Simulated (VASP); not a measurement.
Mg6O5 (a cell with a defect), 11 atoms in the cell. The cell holds a defect, 11 atoms: a = 5.591 Å, b = 5.591 Å, c = 5.591 Å, α = 90.00°, β = 90.00°, γ = 90.00°. 

- Program: VASP 6.6.1
- Task: single point
- Functional: PBEsol
- Potentials or basis: VASP PAW PBE potentials, release 64 (Mg, O)
- Cutoff: 520 eV
- k mesh: 4 × 4 × 4
- Occupations: gaussian, width 0.05 eV
- Spin: no spin polarisation
- Dipole correction: no
- Further INCAR settings: ALGO = Normal; EDIFF = 1e-06; NBANDS = 32

Potentials or basis: VASP PAW PBE potentials, release 64 (Mg, O).

Launch:

```console
$ cat potpaw_PBE.64/Mg/POTCAR potpaw_PBE.64/O/POTCAR > POTCAR
$ mpirun -np 1 vasp_std > vasp.out
```

Hardware: 1 thread of Intel(R) Xeon(R) 6975P-C (Granite Rapids), with other jobs on the host.

Estimate the wall time of this run.

Wall time 69 s on 1 thread of Intel(R) Xeon(R) 6975P-C (Granite Rapids), on a shared host, peak memory 0.29 GiB. Counts: scf iterations 15, k points 18.
